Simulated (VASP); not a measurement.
Set up this calculation in VASP 6.6.1, as the native input.

- Task: single point
- Functional: PBE
- Potentials or basis: VASP PAW PBE potentials, release 64 (Ce)
- Cutoff: 520 eV
- k mesh: 20 × 20 × 20
- Occupations: fermi-dirac, width 0.0612256 eV
- Spin: no spin polarisation
- Dipole correction: no
- Further INCAR settings: ALGO = Normal; EDIFF = 1e-07; NBANDS = 12

The structure of Ce lies in POSCAR:

```
Ce
1.0
   -1.9333658949      1.9333658949      1.9333658949
    1.9333658949     -1.9333658949      1.9333658949
    1.9333658949      1.9333658949     -1.9333658949
Ce
1
Direct
    0.0000000000      0.0000000000      0.0000000000
```

This isn't the form of Ce at room conditions, which is fcc.

One way to write it, as run:

INCAR

```
SYSTEM = Ce
ALGO     = Normal         ! electronic algorithm
EDIFF    = 1E-7           ! SCF threshold, eV
ENCUT    = 520            ! plane-wave cutoff, eV
GGA      = PE             ! functional
ISIF     = 2              ! what is computed and relaxed
ISMEAR   = -1             ! smearing method
LASPH    = .True.         ! aspherical terms in the spheres
LCHARG   = .True.         ! write CHGCAR
LELF     = .True.         ! ELF
LREAL    = .False.        ! projectors in reciprocal space
LVHAR    = .True.       
LWAVE    = .False.        ! write WAVECAR
NBANDS   = 12             ! bands
NELM     = 100            ! most SCF steps
PREC     = Accurate       ! precision mode
SIGMA    = 0.06122561905347299 ! smearing width, eV
```

KPOINTS

```
k-points
0
Gamma
  20 20 20
  0 0 0
```

Potentials or basis: VASP PAW PBE potentials, release 64 (Ce).

Run with:

```sh
$ cat potpaw_PBE.64/Ce/POTCAR > POTCAR
$ mpirun -np 1 vasp_std > vasp.out
```

Results of the run:

```json
{
 "Pressure": "-1.6 GPa",
 "Band gap on the k mesh": "zero (bands 6 and 7 overlap by 0.84 eV)"
}
```

Caveat: spin-orbit coupling is left out, which moves the levels of the heavy elements; semilocal functionals describe open f shells poorly, which spoils levels, moments and volumes.

Wall time 56 s on 1 thread of Intel(R) Xeon(R) 6975P-C (Granite Rapids), on a shared host, peak memory 0.25 GiB.
